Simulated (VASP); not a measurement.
A run of VASP 6.6.1:

Contents of INCAR:

```
SYSTEM = TaVN2
  ALGO = Normal
  EDIFF = 1E-7
  ENCUT = 520
  GGA = PE
  ISIF = 2
  ISMEAR = -1
  ISPIN = 2
  LASPH = .TRUE.
  LCHARG = .FALSE.
  LMAXMIX = 4
  LORBIT = 11
  LREAL = .FALSE.
  LWAVE = .FALSE.
  MAGMOM = 0 2 0 0
  NBANDS = 29
  NELM = 150
  PREC = Accurate
  SIGMA = 0.05
```

KPOINTS

```
k-points
0
G
  9 9 6
  0 0 0
```

POSCAR

```
TaVN2
1.0
    3.0900014315      0.0000000000      0.0000000000
    0.0000000000      3.0900014315      0.0000000000
    0.0000000000      0.0000000000      4.3525956147
Ta V N
1 1 2
Direct
    0.0000000000      0.0000000000      0.0000000000
    0.5000000000      0.5000000000      0.5000000000
    0.5000000000      0.5000000000      0.0000000000
    0.0000000000      0.0000000000      0.5000000000
```

Potentials or basis: VASP PAW PBE potentials, release 64 (Ta_pv, V_sv, N).

Run with:

```bash
$ cat potpaw_PBE.64/Ta_pv/POTCAR potpaw_PBE.64/V_sv/POTCAR potpaw_PBE.64/N/POTCAR > POTCAR
$ mpirun -np 1 vasp_std > vasp.out
```

Hardware: 1 thread of Intel Xeon 8259CL, with other jobs on the host.

Problem. Estimate the wall time of this run.

Solution. It took 3.3 min on 1 thread of Intel Xeon 8259CL, on a shared host, peak memory 0.25 GiB. Counts: scf iterations 20, k points 60.
